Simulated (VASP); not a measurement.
# TaN (P-6m2) in VASP: single point with LDA+U

Aim: the single point of TaN with LDA+U.

All numbers are computed with VASP 6.6.1; they aren't measurements. Logs are shortened: lines on timing, memory, paths and dates and some standing lists are left out, and cuts for length are marked.

**1. The cell of the first run**

It takes space group P-6m2 (No. 187, hexagonal). The conventional cell has a = 2.938 Å, b = 2.938 Å, c = 2.883 Å, α = 90.00°, β = 90.00°, γ = 120.00°. Within 3.0 Å of Ta (site symmetry -6m2) lie 6 N at 2.23 Å and 8 Ta at 2.88 to 2.94 Å. Within 3.0 Å of N (site symmetry -6m2) lie 6 Ta at 2.23 Å and 8 N at 2.88 to 2.94 Å.

**2. Single point, LDA+U, collinear spin, zero start**

INCAR reads:

```
SYSTEM = TaN
PREC = Accurate
ENCUT = 520
EDIFF = 1E-7
ISMEAR = 0
SIGMA = 0.05
LREAL = .FALSE.
LASPH = .TRUE.
NELM = 150
ALGO = Normal
ISIF = 2
LWAVE = .FALSE.
LCHARG = .FALSE.
ISPIN = 2
MAGMOM = 0 0 0 0
LORBIT = 11
LMAXMIX = 4
LDAU = .TRUE.
LDAUTYPE = 1
LDAUL = 2 -1
LDAUU = 2 0
LDAUJ = 0.9 0
LDAUPRINT = 1
GGA = CA
NBANDS = 28
```

KPOINTS reads:

```
regular mesh
0
G
  7 7 7
  0 0 0
```

POSCAR reads:

```
TaN
1.0
    2.9380011100      0.0000000000      0.0000000000
   -2.9380011000      5.0887672000      0.0000000000
    0.0000000000      0.0000000000      2.8830022100
Ta N
2 2
Direct
    0.3333333333      0.3333333334      0.5000000000
    0.3333333333      0.8333333333      0.5000000000
    0.0000000000      0.0000000000      0.0000000000
    0.0000000000      0.5000000000      0.0000000000
```

Potentials or basis: VASP PAW LDA potentials, release 64 (Ta_pv, N).

Command:

```sh
> cat potpaw_LDA.64/Ta_pv/POTCAR potpaw_LDA.64/N/POTCAR > POTCAR
> mpirun -np 1 vasp_std > vasp.out
```

OUTCAR:

```text
SYSTEM = TaN
   PREC = Accurate
   ENCUT = 520
   EDIFF = 1E-7
   ISMEAR = 0
   LREAL = .FALSE.
   LASPH = .TRUE.
   NELM = 150
   ISIF = 2
   ISPIN = 2
   LORBIT = 11
   GGA = CA

 ion  position               nearest neighbor table
   1  0.333  0.333  0.500-   4 2.23   4 2.23   4 2.23   4 2.23   3 2.23   3 2.23   2 2.94   2 2.94
                             2 2.94   2 2.94
   2  0.333  0.833  0.500-   3 2.23   3 2.23   4 2.23   4 2.23   3 2.23   3 2.23   1 2.94   1 2.94
                             1 2.94   1 2.94
   3  0.000  0.000  0.000-   2 2.23   2 2.23   2 2.23   2 2.23   1 2.23   1 2.23
   4  0.000  0.500  0.000-   1 2.23   1 2.23   2 2.23   2 2.23   1 2.23   1 2.23

  LATTYP: Found a simple orthorhombic cell.
 ALAT       =     2.8830022100
 B/A-ratio  =     1.0190769538
 C/A-ratio  =     1.7650930625

  Lattice vectors:

 A1 = (   0.0000000000,   0.0000000000,   2.8830022100)
 A2 = (   2.9380011100,   0.0000000000,   0.0000000000)
 A3 = (   0.0000000100,   5.0887672000,   0.0000000000)

Analysis of symmetry for initial positions (statically):
=====================================================================
 Subroutine PRICEL returns following result:

  LATTYP: Found a hexagonal cell.
 ALAT       =     2.9380011100
 C/A-ratio  =     0.9812801636
[... 12 lines left out ...]
 Subroutine GETGRP returns: Found  4 space group operations
 (whereof  4 operations were pure point group operations)
 out of a pool of  8 trial point group operations.

The static configuration has the point symmetry C_2v.

Analysis of symmetry for dynamics (positions and initial velocities):
=====================================================================
 Subroutine PRICEL returns following result:

  LATTYP: Found a hexagonal cell.
 ALAT       =     2.9380011100
 C/A-ratio  =     0.9812801636
[... 12 lines left out ...]
 Subroutine GETGRP returns: Found  4 space group operations
 (whereof  4 operations were pure point group operations)
 out of a pool of  8 trial point group operations.

The dynamic configuration has the point symmetry C_2v.

Analysis of structural, dynamic, and magnetic symmetry:
=====================================================================
 Subroutine PRICEL returns following result:

  LATTYP: Found a hexagonal cell.
 ALAT       =     2.9380011100
 C/A-ratio  =     0.9812801636
[... 12 lines left out ...]
 Subroutine GETGRP returns: Found  4 space group operations
 (whereof  4 operations were pure point group operations)
 out of a pool of  8 trial point group operations.

The overall configuration has the point symmetry C_2v.

 Subroutine INISYM returns: Found  4 space group operations
 (whereof  4 operations are pure point group operations),
 and found     2 'primitive' translations

----------------------------------------------------------------------------------------

                                     Primitive cell

  volume of cell :      21.5516

  direct lattice vectors                    reciprocal lattice vectors
     2.938001110  0.000000000  0.000000000     0.340367468  0.196511249  0.000000000
    -1.469000550  2.544383601  0.000000000     0.000000000  0.393022499  0.000000000
     0.000000000  0.000000000  2.883002210     0.000000000  0.000000000  0.346860643

  length of vectors
     2.938001110  2.938001110  2.883002210     0.393022499  0.393022499  0.346860643

  position of ions in fractional coordinates (direct lattice)
     0.333333333  0.666666667  0.500000000
     0.000000000  1.000000000  0.000000000

  ion indices of the primitive-cell ions
   primitive index   ion index
                 1           1
                 2           4

----------------------------------------------------------------------------------------

 KPOINTS: regular mesh

Automatic generation of k-mesh.
 Grid dimensions read from file:
 generate k-points for:    7    7    7

 Generating k-lattice:

  Cartesian coordinates                     Fractional coordinates (reciprocal lattice)
     0.048623924  0.028073036  0.000000000     0.142857143  0.000000000  0.000000000
[... 83 lines left out ...]
   LORBIT       =     11    0 simple, 1 ext, 2 COOP (PROOUT), +10 PAW based schemes
 LDA+U is selected, type is set to LDAUTYPE =  1
   angular momentum for each species LDAUL =     2   -1
   U (eV)           for each species LDAUU =   2.0  0.0
   J (eV)           for each species LDAUJ =   0.9  0.0
   GGA     = CA    functional components
   LHFCALC =     F    Hartree Fock is set to
   AEXX    =    0.0000 exact exchange contribution
   IVDW    =     0    specifies the selected vdW correction
   LEPSILON=     F    determine dielectric tensor
   LRPA    =     F    only Hartree local field effects (RPA)
 spin polarized calculation
 Gauss-broadening in eV      SIGMA  =   0.05
  energy-cutoff  :      520.00
  volume of cell :       43.10
 maximum number of plane-waves:      1179
 NGX is ok and might be reduce to    24
   NGX = 11   NGY = 21   NGZ = 11

 number of electron      32.0000003 magnetization      -0.0000002

atom =   1  type =  1  l = 2

 onsite density matrix

spin component  1

  0.2666 -0.0000 -0.0000  0.0000 -0.0000
 -0.0000  0.1942 -0.0000  0.0000 -0.0000
 -0.0000 -0.0000  0.3114 -0.0000 -0.0001
  0.0000  0.0000 -0.0000  0.1938 -0.0000
 -0.0000 -0.0000 -0.0001 -0.0000  0.2689

spin component  2

  0.2666 -0.0000 -0.0000  0.0000 -0.0000
 -0.0000  0.1942 -0.0000  0.0000 -0.0000
 -0.0000 -0.0000  0.3114 -0.0000 -0.0001
  0.0000  0.0000 -0.0000  0.1938 -0.0000
 -0.0000 -0.0000 -0.0001 -0.0000  0.2689

 occupancies and eigenvectors

  o =  0.1938  v =  0.0000  0.0000 -0.0000 -1.0000 -0.0000  0.0000  0.0000  0.0000  0.0000  0.0000      0.0000  0.0000  0.0000  0.0000  0.0000  0.0000  0.0000  0.0000  0.0000  0.0000
  o =  0.1938  v =  0.0000  0.0000  0.0000  0.0000  0.0000  0.0000  0.0000  0.0000 -1.0000 -0.0000      0.0000  0.0000  0.0000  0.0000  0.0000  0.0000  0.0000  0.0000  0.0000  0.0000
  o =  0.1942  v =  0.0000  0.0000  0.0000  0.0000  0.0000  0.0000  1.0000  0.0000  0.0000 -0.0000      0.0000  0.0000  0.0000  0.0000  0.0000  0.0000  0.0000  0.0000  0.0000  0.0000
  o =  0.1942  v =  0.0000  1.0000  0.0000  0.0000 -0.0000  0.0000  0.0000  0.0000  0.0000  0.0000      0.0000  0.0000  0.0000  0.0000  0.0000  0.0000  0.0000  0.0000  0.0000  0.0000
  o =  0.2666  v =  0.0000  0.0000  0.0000  0.0000  0.0000 -1.0000  0.0000 -0.0000 -0.0000 -0.0000      0.0000  0.0000  0.0000  0.0000  0.0000  0.0000  0.0000  0.0000  0.0000  0.0000
  o =  0.2666  v = -1.0000  0.0000 -0.0000 -0.0000 -0.0000  0.0000  0.0000  0.0000  0.0000  0.0000      0.0000  0.0000  0.0000  0.0000  0.0000  0.0000  0.0000  0.0000  0.0000  0.0000
  o =  0.2689  v =  0.0000  0.0000  0.0000  0.0000  0.0000 -0.0000 -0.0000  0.0022 -0.0000  1.0000      0.0000  0.0000  0.0000  0.0000  0.0000  0.0000  0.0000  0.0000  0.0000  0.0000
  o =  0.2689  v = -0.0000  0.0000  0.0022 -0.0000  1.0000  0.0000  0.0000  0.0000  0.0000  0.0000      0.0000  0.0000  0.0000  0.0000  0.0000  0.0000  0.0000  0.0000  0.0000  0.0000
  o =  0.3114  v =  0.0000  0.0000 -1.0000  0.0000  0.0022  0.0000  0.0000  0.0000  0.0000  0.0000      0.0000  0.0000  0.0000  0.0000  0.0000  0.0000  0.0000  0.0000  0.0000  0.0000
  o =  0.3114  v =  0.0000  0.0000  0.0000  0.0000  0.0000  0.0000  0.0000 -1.0000  0.0000  0.0022      0.0000  0.0000  0.0000  0.0000  0.0000  0.0000  0.0000  0.0000  0.0000  0.0000

atom =   2  type =  1  l = 2

 onsite density matrix

spin component  1

  0.2666  0.0000 -0.0000  0.0000 -0.0000
  0.0000  0.1942 -0.0000  0.0000 -0.0000
 -0.0000 -0.0000  0.3114 -0.0000 -0.0001
  0.0000  0.0000 -0.0000  0.1938 -0.0000
 -0.0000 -0.0000 -0.0001 -0.0000  0.2689

spin component  2

  0.2666  0.0000 -0.0000  0.0000 -0.0000
  0.0000  0.1942 -0.0000  0.0000 -0.0000
 -0.0000 -0.0000  0.3114 -0.0000 -0.0001
  0.0000  0.0000 -0.0000  0.1938 -0.0000
 -0.0000 -0.0000 -0.0001 -0.0000  0.2689

 occupancies and eigenvectors

  o =  0.1938  v =  0.0000  0.0000 -0.0000 -1.0000 -0.0000  0.0000  0.0000  0.0000  0.0000  0.0000      0.0000  0.0000  0.0000  0.0000  0.0000  0.0000  0.0000  0.0000  0.0000  0.0000
  o =  0.1938  v =  0.0000  0.0000  0.0000  0.0000  0.0000  0.0000  0.0000 -0.0000 -1.0000 -0.0000      0.0000  0.0000  0.0000  0.0000  0.0000  0.0000  0.0000  0.0000  0.0000  0.0000
  o =  0.1942  v =  0.0000  0.0000  0.0000  0.0000  0.0000  0.0000 -1.0000  0.0000 -0.0000 -0.0000      0.0000  0.0000  0.0000  0.0000  0.0000  0.0000  0.0000  0.0000  0.0000  0.0000
  o =  0.1942  v =  0.0000 -1.0000 -0.0000 -0.0000 -0.0000  0.0000  0.0000  0.0000  0.0000  0.0000      0.0000  0.0000  0.0000  0.0000  0.0000  0.0000  0.0000  0.0000  0.0000  0.0000
  o =  0.2666  v =  0.0000  0.0000  0.0000  0.0000  0.0000 -1.0000 -0.0000 -0.0000 -0.0000 -0.0000      0.0000  0.0000  0.0000  0.0000  0.0000  0.0000  0.0000  0.0000  0.0000  0.0000
  o =  0.2666  v = -1.0000 -0.0000 -0.0000 -0.0000 -0.0000  0.0000  0.0000  0.0000  0.0000  0.0000      0.0000  0.0000  0.0000  0.0000  0.0000  0.0000  0.0000  0.0000  0.0000  0.0000
  o =  0.2689  v =  0.0000  0.0000  0.0000  0.0000  0.0000 -0.0000 -0.0000  0.0022 -0.0000  1.0000      0.0000  0.0000  0.0000  0.0000  0.0000  0.0000  0.0000  0.0000  0.0000  0.0000
  o =  0.2689  v = -0.0000 -0.0000  0.0022 -0.0000  1.0000  0.0000  0.0000  0.0000  0.0000  0.0000      0.0000  0.0000  0.0000  0.0000  0.0000  0.0000  0.0000  0.0000  0.0000  0.0000
  o =  0.3114  v = -0.0000  0.0000  1.0000 -0.0000 -0.0022  0.0000  0.0000  0.0000  0.0000  0.0000      0.0000  0.0000  0.0000  0.0000  0.0000  0.0000  0.0000  0.0000  0.0000  0.0000
  o =  0.3114  v =  0.0000  0.0000  0.0000  0.0000  0.0000 -0.0000  0.0000  1.0000 -0.0000 -0.0022      0.0000  0.0000  0.0000  0.0000  0.0000  0.0000  0.0000  0.0000  0.0000  0.0000

 number of electron      32.0000003 magnetization       0.0000000

 Free energy of the ion-electron system (eV)
  ---------------------------------------------------
  ext. energy  EPLUGINS =         0.00000000
  ---------------------------------------------------
  free energy    TOTEN  =       -47.36112659 eV

  energy without entropy =      -47.36108217  energy(sigma->0) =      -47.36110438

 E-fermi :   8.2987     XC(G=0): -13.5855

 val. band max:        8.2169747219   @ k =   0.0000   0.0000   0.4286
 cond. band min:       8.3808785816   @ k =   0.0000   0.1429   0.4286
 fundamental gap:      0.1639038596
 Fermi energy:         8.2987338600

 spin component 1

 k-point     1 :       0.0000    0.0000    0.0000
  band No.  band energies     occupation
      1     -27.3971      1.00000
      2     -26.6125      1.00000
      3     -26.5889      1.00000
      4     -26.4666      1.00000
      5     -26.3526      1.00000
      6     -26.3521      1.00000
[... 1481 lines left out ...]
     27      19.5233      0.00000
     28      20.3527      0.00000

 [... further k-points ...]

------------------------ aborting loop because EDIFF is reached ----------------------------------------

  FORCE on cell =-STRESS in cart. coord.  units (eV):
  Direction    XX          YY          ZZ          XY          YZ          ZX
  --------------------------------------------------------------------------------------
  -------------------------------------------------------------------------------------
  Total       -1.6799451     -1.4790455     -2.0204901     -0.0000000      0.0000000      0.0000000
  in kB      -62.4447824    -54.9771974    -75.1030895     -0.0000001      0.0000000      0.0000000
  external PRESSURE =     -64.1750231 kB  Pullay stress =       0.0000000 kB

 VOLUME and BASIS-vectors are now :
 -----------------------------------------------------------------------------
  energy-cutoff  :      520.00
  volume of cell :       43.10
      direct lattice vectors                 reciprocal lattice vectors
     2.938001110  0.000000000  0.000000000     0.340367468  0.196511249  0.000000000
    -2.938001100  5.088767200  0.000000000     0.000000000  0.196511249  0.000000000
     0.000000000  0.000000000  2.883002210     0.000000000  0.000000000  0.346860643

 POSITION                                       TOTAL-FORCE (eV/Angst)
 -----------------------------------------------------------------------------------
      0.00000      1.69626      1.44150        -0.000000     -0.006996      0.000000
     -1.46900      4.24064      1.44150        -0.000000     -0.006996      0.000000
      0.00000      0.00000      0.00000         0.000000      0.006996     -0.000000
     -1.46900      2.54438      0.00000         0.000000      0.006996     -0.000000
 -----------------------------------------------------------------------------------
    total drift:                               -0.000000     -0.000002      0.000000

  FREE ENERGIE OF THE ION-ELECTRON SYSTEM (eV)
  ---------------------------------------------------
  free  energy   TOTEN  =       -47.3611265904 eV

  energy  without entropy=      -47.3610821684  energy(sigma->0) =      -47.36110438

 total charge

# of ion       s       p       d       tot
------------------------------------------
    1        0.308   6.269   2.418   8.995
    2        0.308   6.269   2.418   8.995
    3        1.214   2.484   0.000   3.698
    4        1.214   2.484   0.000   3.698
--------------------------------------------------
tot          3.045  17.506   4.836  25.386

 magnetization (x)

# of ion       s       p       d       tot
------------------------------------------
    1       -0.000  -0.000   0.000   0.000
    2       -0.000  -0.000   0.000   0.000
    3        0.000   0.000   0.000   0.000
    4        0.000   0.000   0.000   0.000
--------------------------------------------------
tot          0.000   0.000   0.000   0.000
```

Run time: 2.4 min. Hardware: 1 thread of AMD EPYC 7R43 (Zen 3), shared host; peak memory 0.2 GiB.

What came out:

```yaml
Free_energy: -47.3611 eV
Pressure: -6.4 GPa
Largest_force: 0.007 eV/Å
Band_gap_on_the_k_mesh: zero (filled and empty bands overlap)
Net_moment: 0.00 μB per cell
Valence_electrons_inside_the_program's_atomic_spheres: Ta 8.99; N 3.70
```

Forces on the atoms (eV/Å):
```
Ta   0.000 -0.007  0.000
Ta   0.000 -0.007  0.000
N    0.000  0.007  0.000
N    0.000  0.007  0.000
```

Stress tensor (GPa, compression positive):
```
-6.24  0.00  0.00
 0.00 -5.50  0.00
 0.00  0.00 -7.51
```

Eigenvalues of the final occupation matrices:
```tsv
site	spin	trace	eigenvalues
site 1 d	1	1.23	0.19 0.19 0.27 0.27 0.31
site 1 d	2	1.23	0.19 0.19 0.27 0.27 0.31
site 2 d	1	1.23	0.19 0.19 0.27 0.27 0.31
site 2 d	2	1.23	0.19 0.19 0.27 0.27 0.31
```

Caveat: the cell stands under tension; spin-orbit coupling is left out, which moves the levels of the heavy elements.

The gap in the log of VASP goes by the Fermi energy; the results here count the filled bands.